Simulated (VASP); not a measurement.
Crystal: Al.

```
Al
1.0
     1.75010    1.01042    3.24535
    -1.75010    1.01042    3.24535
     0.00000   -2.02084    3.24535
Al
2
Direct
  0.22754 0.22754 0.22754
  0.77246 0.77246 0.77246
```

- Program: VASP 6.6.1
- Task: relaxation of cell and atoms
- Functional: PBE
- Potentials or basis: VASP PAW PBE potentials, release 64 (Al)
- Cutoff: 500 eV
- k mesh: 6 × 6 × 6
- Occupations: gaussian, width 0.1 eV
- Spin: no spin polarisation

At the start: pressure 20.0 GPa; volume 17.22 Å³/atom.

Question: Where does the relaxation end?

Answer: Over 28 steps the energy falls by 869.7 meV/atom and the volume is 16.45 Å³/atom (-4.4 %); space group Fm-3m (No. 225, to 0.05 Å).

Step by step:
```csv
step,energy change (eV),largest force (eV/Å),pressure (GPa),volume (Å³)
1,0.0000,3.5369,19.96,34.43
2,-0.7950,0.3529,-5.78,46.26
3,-0.8435,0.6903,-3.23,43.23
4,-0.8436,0.7210,-3.00,43.04
5,-0.9465,0.5060,-1.84,41.30
6,-0.9824,1.0982,5.90,36.30
7,-1.0372,0.0390,0.59,39.00
8,-1.0454,0.3450,2.06,38.06
9,-1.0879,0.6704,2.14,37.64
10,-1.1100,1.2958,2.73,36.81
11,-1.2046,0.9602,-0.32,37.39
12,-1.2977,0.4961,-3.76,38.08
13,-1.4811,0.0878,-7.69,39.01
14,-1.5820,0.2615,-7.55,37.70
15,-1.5172,0.3450,3.05,33.36
16,-1.6638,0.3383,-5.50,36.13
17,-1.6667,0.3760,-4.04,35.49
18,-1.6691,0.3569,-4.84,35.83
19,-1.7065,0.3402,-3.42,34.78
20,-1.7299,0.2942,-1.14,33.49
21,-1.6866,0.0276,5.51,30.98
22,-1.7322,0.2898,-0.28,33.09
23,-1.7329,0.2449,1.06,32.51
24,-1.7334,0.2683,0.45,32.76
25,-1.7334,0.2632,0.59,32.70
26,-1.7374,0.1416,0.43,32.75
27,-1.7391,0.0021,0.27,32.80
28,-1.7394,0.0040,0.04,32.90
```

Final structure:
```xyz
2
Lattice="1.4234 0.8218 4.6883 -1.4234 0.8218 4.6883 0.0000 -1.6436 4.6883" Properties=species:S:1:pos:R:3 pbc="T T T"
Al    0.0000    0.0000    3.5159
Al    0.0000    0.0000   10.5491
```

Caveat: the k points lie up to 0.43 Å⁻¹ apart in the final cell.
